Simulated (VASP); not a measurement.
# Li (P1) in VASP: further runs

Li is run at these levels: PBEsol; tasks: single point, relaxation of the atoms.

Everything below comes from runs of VASP 6.6.1. Logs are shortened: lines on timing, memory, paths and dates and some standing lists are left out, and cuts for length are marked.

### Step 1. The cell of the first run

The typed cell holds 4 atoms: a = 3.034 Å, b = 3.034 Å, c = 10.216 Å, α = 90.00°, β = 90.00°, γ = 120.00°.

### Step 2. Single point, PBEsol

INCAR reads:

```
SYSTEM = Li
PREC = Accurate
ENCUT = 520
EDIFF = 1E-6
ISMEAR = 1
SIGMA = 0.1
LREAL = .False.
LASPH = .True.
NELM = 100
ALGO = Normal
ISIF = 2
LWAVE = .False.
LCHARG = .False.
GGA = PS
NBANDS = 14
```

KPOINTS reads:

```
Automatic mesh
0
Gamma
  7 7 2
  0 0 0
```

POSCAR reads:

```
Li
1.0
    3.0343860000      0.0000000000      0.0000000000
   -1.5171930000      2.6278553609      0.0000000000
    0.0000000000      0.0000000000     10.2162080000
Li
4
Direct
    0.0003240681     -0.0002019612      0.0004537204
    0.0006023194     -0.0027179350      0.5002595209
    0.3354558250      0.6637222984      0.2503690693
    0.6694742954      0.3350145989      0.7503565901
```

Potentials or basis: VASP PAW PBE potentials, release 64 (Li_sv).

Run with:

```bash
> cat potpaw_PBE.64/Li_sv/POTCAR > POTCAR
> mpirun -np 1 vasp_std > vasp.out
```

OUTCAR:

```text
SYSTEM = Li
   PREC = Accurate
   ENCUT = 520
   EDIFF = 1E-6
   ISMEAR = 1
   LREAL = .False.
   LASPH = .True.
   NELM = 100
   ISIF = 2
   GGA = PS

 ion  position               nearest neighbor table
   1  0.000  1.000  0.000-
   2  0.001  0.997  0.500-
   3  0.335  0.664  0.250-
   4  0.669  0.335  0.750-

  LATTYP: Found a hexagonal cell.
 ALAT       =     3.0343860000
 C/A-ratio  =     3.3668122645

  Lattice vectors:

 A1 = (   3.0343860000,   0.0000000000,   0.0000000000)
 A2 = (  -1.5171930000,   2.6278553609,   0.0000000000)
 A3 = (   0.0000000000,   0.0000000000,  10.2162080000)

Analysis of symmetry for initial positions (statically):
=====================================================================
 Subroutine PRICEL returns:
 Original cell was already a primitive cell.

 Routine SETGRP: Setting up the symmetry group for a
 hexagonal supercell.

 Subroutine GETGRP returns: Found  1 space group operations
 (whereof  1 operations were pure point group operations)
 out of a pool of 24 trial point group operations.

The static configuration has the point symmetry C_1 .

Analysis of symmetry for dynamics (positions and initial velocities):
=====================================================================
 Subroutine PRICEL returns:
 Original cell was already a primitive cell.

 Routine SETGRP: Setting up the symmetry group for a
 hexagonal supercell.

 Subroutine GETGRP returns: Found  1 space group operations
 (whereof  1 operations were pure point group operations)
 out of a pool of 24 trial point group operations.

The dynamic configuration has the point symmetry C_1 .

 Subroutine INISYM returns: Found  1 space group operations
 (whereof  1 operations are pure point group operations),
 and found     1 'primitive' translations

----------------------------------------------------------------------------------------

                                     Primitive cell

  volume of cell :      81.4633

  direct lattice vectors                    reciprocal lattice vectors
     3.034386000  0.000000000  0.000000000     0.329555963  0.190269224  0.000000000
    -1.517193000  2.627855361  0.000000000     0.000000000  0.380538448  0.000000000
     0.000000000  0.000000000 10.216208000     0.000000000  0.000000000  0.097883677

  length of vectors
     3.034386000  3.034386000 10.216208000     0.380538448  0.380538448  0.097883677

  position of ions in fractional coordinates (direct lattice)
     0.000324068  0.999798039  0.000453720
     0.000602319  0.997282065  0.500259521
     0.335455825  0.663722298  0.250369069
     0.669474295  0.335014599  0.750356590

  ion indices of the primitive-cell ions
   primitive index   ion index
                 1           1
                 2           2
                 3           3
                 4           4

----------------------------------------------------------------------------------------

 KPOINTS: Automatic mesh

Automatic generation of k-mesh.
 Grid dimensions read from file:
 generate k-points for:    7    7    2

 Generating k-lattice:

  Cartesian coordinates                     Fractional coordinates (reciprocal lattice)
     0.047079423  0.027181318  0.000000000     0.142857143  0.000000000  0.000000000
     0.000000000  0.054362635  0.000000000     0.000000000  0.142857143  0.000000000
     0.000000000  0.000000000  0.048941838     0.000000000  0.000000000  0.500000000

  Length of vectors
     0.054362635  0.054362635  0.048941838

  Shift w.r.t. Gamma in fractional coordinates (k-lattice)
     0.000000000  0.000000000  0.000000000

 Subroutine IBZKPT returns following result:
 ===========================================

 Found     50 irreducible k-points:

 Following reciprocal coordinates:
            Coordinates               Weight
  0.000000  0.000000  0.000000      1.000000
  0.142857 -0.000000  0.000000      2.000000
  0.000000  0.142857  0.000000      2.000000
 -0.142857  0.142857  0.000000      2.000000
  0.285714 -0.000000  0.000000      2.000000
  0.000000  0.285714  0.000000      2.000000
[... 16 lines left out ...]
  0.285714  0.285714  0.000000      2.000000
 -0.285714 -0.428571  0.000000      2.000000
 [... further k-points ...]
   k-points           NKPTS =     50   k-points in BZ     NKDIM =     50   number of bands    NBANDS=     14
   number of dos      NEDOS =    301   number of ions     NIONS =      4
   total plane-waves  NPLWV =  46080
   dimension x,y,z NGX =    24 NGY =   24 NGZ =   80
   dimension x,y,z NGXF=    48 NGYF=   48 NGZF=  160
   ions per type =               4
   NGX,Y,Z   is equivalent  to a cutoff of  13.15, 13.15, 13.02 a.u.
   NGXF,Y,Z  is equivalent  to a cutoff of  26.30, 26.30, 26.04 a.u.
 SYSTEM =  Li
   PREC   = accura    normal or accurate (medium, high low for compatibility)
   ISTART =      0    job   : 0-new  1-cont  2-samecut
   ICHARG =      2    charge: 1-file 2-atom 10-const
   ISPIN  =      1    spin polarized calculation?
   LNONCOLLINEAR =      F non collinear calculations
   LSORBIT =      F    spin-orbit coupling
   LASPH  =      T    aspherical Exc in radial PAW
   ENCUT  =  520.0 eV  38.22 Ry    6.18 a.u.   5.64  5.64 19.00*2*pi/ulx,y,z
   NELM   =    100;   NELMIN=  2; NELMDL= -5     # of ELM steps
   EDIFF  = 0.1E-05   stopping-criterion for ELM
   LREAL  =      F    real-space projection
   EDIFFG = 0.1E-04   stopping-criterion for IOM
   NSW    =      0    number of steps for IOM
   IBRION =     -1    ionic relax: 0-MD 1-quasi-New 2-CG
   NFREE  =      0    steps in history (QN), initial steepest desc. (CG)
   ISIF   =      2    stress and relaxation
   ISYM   =      2    0-nonsym 1-usesym 2-fastsym
   POTIM  = 0.5000    time-step for ionic-motion
   TEBEG  =    0.0;   TEEND  =   0.0 temperature during run
   PSTRESS=    0.0 pullay stress
   NELECT =      12.0000    total number of electrons
   NUPDOWN=      -1.0000    fix difference up-down
   EMIN   =  10.00;   EMAX   =-10.00  energy-range for DOS
   EFERMI =   0.00;   METHOD = LEGACY
   ISMEAR =     1;   SIGMA  =   0.10  broadening in eV -4-tet -1-fermi 0-gaus
   EFERMI_NEDOS =   21; number of points for ismear=-14 and -15
   IALGO  =     38    algorithm
   IMIX   =      4    mixing-type and parameters
     AMIX     =   0.40;   BMIX     =  1.00
     AMIX_MAG =   1.60;   BMIX_MAG =  1.00
  volume/ion in A,a.u.               =      20.37       137.44
  Fermi-wavevector in a.u.,A,eV,Ry     =   0.864599  1.633855 10.170775  0.747531
  Thomas-Fermi vector in A             =   1.982719
   LORBIT       =      0    0 simple, 1 ext, 2 COOP (PROOUT), +10 PAW based schemes
   GGA     = PS    functional components
   LHFCALC =     F    Hartree Fock is set to
   AEXX    =    0.0000 exact exchange contribution
   IVDW    =     0    specifies the selected vdW correction
   LEPSILON=     F    determine dielectric tensor
   LRPA    =     F    only Hartree local field effects (RPA)
 non-spin polarized calculation
 Methfessel and Paxton  Order N= 1 SIGMA  =   0.10
  energy-cutoff  :      520.00
  volume of cell :       81.46
 maximum number of plane-waves:      2234
   NGX = 11   NGY = 11   NGZ = 37

 number of electron      12.0000003 magnetization

 Free energy of the ion-electron system (eV)
  ---------------------------------------------------
  ext. energy  EPLUGINS =         0.00000000
  ---------------------------------------------------
  free energy    TOTEN  =        -7.88115814 eV

  energy without entropy =       -7.87866544  energy(sigma->0) =       -7.88032724

 E-fermi :   0.5119     XC(G=0):  -7.0062

 val. band max:        0.4824512264   @ k =  -0.2857   0.1429   0.5000
 cond. band min:       0.8157448497   @ k =   0.0000   0.2857   0.5000
 fundamental gap:      0.3332936233
 Fermi energy:         0.5119320377

 k-point     1 :       0.0000    0.0000    0.0000
  band No.  band energies     occupation
      1     -45.3069      2.00000
      2     -45.2997      2.00000
      3     -45.2973      2.00000
      4     -45.2901      2.00000
      5      -2.9353      2.00000
      6      -1.8700      2.00000
      7      -1.8694      2.00000
      8       0.4395      1.93631
      9       3.2932      0.00000
     10       8.1054      0.00000
     11       8.1084      0.00000
     12      13.4603      0.00000
     13      13.4764      0.00000
     14      14.0198      0.00000

 k-point     2 :       0.1429   -0.0000    0.0000
  band No.  band energies     occupation
      1     -45.3036      2.00000
      2     -45.2973      2.00000
      3     -45.2947      2.00000
      4     -45.2882      2.00000
      5      -2.6050      2.00000
      6      -1.5303      2.00000
      7      -1.5297      2.00000
      8       0.8755     -0.00000
      9       3.4242      0.00000
     10       8.2474      0.00000
     11       8.2776      0.00000
     12      10.8446      0.00000
     13      11.8320      0.00000
     14      11.8739      0.00000

 k-point     3 :       0.0000    0.1429    0.0000
  band No.  band energies     occupation
      1     -45.3036      2.00000
      2     -45.2973      2.00000
      3     -45.2947      2.00000
      4     -45.2882      2.00000
      5      -2.6050      2.00000
      6      -1.5303      2.00000
      7      -1.5298      2.00000
      8       0.8755     -0.00000
      9       3.4237      0.00000
     10       8.2489      0.00000
     11       8.2786      0.00000
     12      10.8442      0.00000
     13      11.8293      0.00000
     14      11.8690      0.00000
[... 324 lines left out ...]
 k-point    23 :       0.2857    0.2857    0.0000
  band No.  band energies     occupation
      1     -45.2855      2.00000
      2     -45.2847      2.00000
      3     -45.2825      2.00000
      4     -45.2812      2.00000
      5       1.0373     -0.00000
      6       1.9240     -0.00000
      7       1.9929     -0.00000
      8       3.5015      0.00000
      9       3.5485      0.00000
     10       4.2025      0.00000
     11       5.0393      0.00000
     12       5.1763      0.00000
     13       5.7184      0.00000
     14       7.1945      0.00000

 k-point    24 :      -0.2857   -0.4286    0.0000
  band No.  band energies     occupation
      1     -45.2855      2.00000
      2     -45.2847      2.00000
      3     -45.2825      2.00000
      4     -45.2812      2.00000
      5       1.0369     -0.00000
      6       1.9244     -0.00000
      7       1.9937     -0.00000
      8       3.5017      0.00000
      9       3.5522      0.00000
     10       4.2005      0.00000
     11       5.0424      0.00000
     12       5.1676      0.00000
     13       5.7182      0.00000
     14       7.1944      0.00000

 [... further k-points ...]

------------------------ aborting loop because EDIFF is reached ----------------------------------------

  FORCE on cell =-STRESS in cart. coord.  units (eV):
  Direction    XX          YY          ZZ          XY          YZ          ZX
  --------------------------------------------------------------------------------------
  -------------------------------------------------------------------------------------
  Total        0.0295946      0.0443843     -0.3184659      0.0028732     -0.0000715      0.0001155
  in kB        0.5820515      0.8729268     -6.2634190      0.0565080     -0.0014061      0.0022711
  external PRESSURE =      -1.6028136 kB  Pullay stress =       0.0000000 kB

 VOLUME and BASIS-vectors are now :
 -----------------------------------------------------------------------------
  energy-cutoff  :      520.00
  volume of cell :       81.46
      direct lattice vectors                 reciprocal lattice vectors
     3.034386000  0.000000000  0.000000000     0.329555963  0.190269224  0.000000000
    -1.517193000  2.627855361  0.000000000     0.000000000  0.380538448  0.000000000
     0.000000000  0.000000000 10.216208000     0.000000000  0.000000000  0.097883677

 POSITION                                       TOTAL-FORCE (eV/Angst)
 -----------------------------------------------------------------------------------
     -1.51590      2.62732      0.00464         0.001318     -0.000147     -0.001473
     -1.51124      2.62071      5.11076         0.000483      0.001040      0.001608
      0.01091      1.74417      2.55782        -0.001361      0.000706     -0.000206
      1.52316      0.88037      7.66580        -0.000440     -0.001599      0.000071
 -----------------------------------------------------------------------------------
    total drift:                                0.000044     -0.000110     -0.000607

  FREE ENERGIE OF THE ION-ELECTRON SYSTEM (eV)
  ---------------------------------------------------
  free  energy   TOTEN  =        -7.8811581373 eV

  energy  without entropy=       -7.8786654429  energy(sigma->0) =       -7.88032724
```

Wall time 23 s (1 thread of Intel Xeon Platinum 8488C (Sapphire Rapids), shared host); peak memory 0.2 GiB.

Results:

| Property | Result |
| --- | --- |
| Free energy | -7.8812 eV |
| Band gap on the k mesh | zero (band 6 reaches 1.93 eV, above the bottom of band 7 at -1.87 eV) |

Levels at points of the mesh, in eV from the Fermi level:
```
           k point  band 3  band 4  band 5  band 6  band 7  band 8  band 9  band 10
(0.00, 0.00, 0.00)  -45.81  -45.80   -3.45   -2.38   -2.38   -0.07    2.78     7.59
(0.00, 0.00, 0.50)  -45.81  -45.80   -3.18   -3.18   -1.11   -1.11    4.45     4.46
```

Caveat: the cutoff is under 1.25 times the usual one of these potentials, so pressure, stress and relaxed cells hold a basis-set (Pulay) error; the PAW data sets were made with another functional, which shifts forces and pressure a little.

### Step 3. Relaxation of the atoms, PBEsol

INCAR reads:

```
SYSTEM = Li
PREC = Accurate
ENCUT = 520
EDIFF = 1E-7
ISMEAR = 1
SIGMA = 0.1
LREAL = .False.
LASPH = .True.
NELM = 80
ALGO = Normal
ISIF = 2
LWAVE = .False.
LCHARG = .False.
GGA = PS
IBRION = 2
NSW = 80
EDIFFG = -0.01
```

KPOINTS reads:

```
regular mesh
0
Gamma
  7 7 2
  0 0 0
```

POSCAR reads:

```
Li
1.0
    3.0343860000      0.0000000000      0.0000000000
   -1.5171930000      2.6278553609      0.0000000000
    0.0000000000      0.0000000000     10.2162080000
Li
4
Direct
   -0.0071760889      0.0001697627     -0.0043931849
   -0.0078966621     -0.0131650206      0.5035118713
    0.3407356107      0.6571334961      0.2522082481
    0.6801936482      0.3516787628      0.7501119661
```

Potentials or basis: VASP PAW PBE potentials, release 64 (Li_sv).

Run with:

```bash
> cat potpaw_PBE.64/Li_sv/POTCAR > POTCAR
> mpirun -np 1 vasp_std > vasp.out
```

Run time: 89 s. Hardware: 1 thread of Intel Xeon Platinum 8488C (Sapphire Rapids), shared host; peak memory 0.2 GiB.

Results (log left out):

```yaml
Free_energy: -7.8809 eV
Energy_gained_by_relaxing: 0.8 meV/atom
Ionic_steps: 9
Largest_force_after_relaxing: 0.008 eV/Å
Band_gap_on_the_k_mesh: zero (band 6 reaches 1.93 eV, above the bottom of band 7 at -1.87 eV)
```

Forces on the atoms (eV/Å):
```
Li   0.005  0.000 -0.003
Li   0.003  0.005  0.004
Li  -0.005  0.003  0.001
Li  -0.002 -0.008 -0.001
```

Step by step:
```
step  energy change (eV)  largest force (eV/Å)  pressure (GPa)
   1              0.0000                0.0734           -0.16
   2             -0.0004                0.0681           -0.16
   3             -0.0014                0.0530           -0.16
   4             -0.0028                0.0216           -0.17
   5             -0.0023                0.0462           -0.17
   6             -0.0031                0.0118           -0.17
   7             -0.0031                0.0114           -0.17
   8             -0.0032                0.0103           -0.17
   9             -0.0033                0.0079           -0.17
```

Final structure:
```yaml
crystal:
  lattice:
    - [3.03439, 0.00000, 0.00000]
    - [-1.51719, 2.62786, 0.00000]
    - [0.00000, 0.00000, 10.21621]
  atoms:
    - { symbol: Li, position: [0.99697, 0.00144, 0.00057] }
    - { symbol: Li, position: [0.99682, 0.99162, 0.50012] }
    - { symbol: Li, position: [0.33732, 0.65805, 0.25032] }
    - { symbol: Li, position: [0.67474, 0.34471, 0.75044] }
```

Levels at points of the mesh, in eV from the Fermi level:
| k point | band 3 | band 4 | band 5 | band 6 | band 7 | band 8 | band 9 | band 10 |
| --- | --- | --- | --- | --- | --- | --- | --- | --- |
| (0.00, 0.00, 0.00) | -45.81 | -45.80 | -3.45 | -2.38 | -2.38 | -0.07 | 2.78 | 7.60 |
| (0.00, 0.00, 0.50) | -45.80 | -45.80 | -3.18 | -3.18 | -1.11 | -1.11 | 4.45 | 4.46 |

Caveat: the cutoff is under 1.25 times the usual one of these potentials, so pressure, stress and relaxed cells hold a basis-set (Pulay) error; the PAW data sets were made with another functional, which shifts forces and pressure a little.
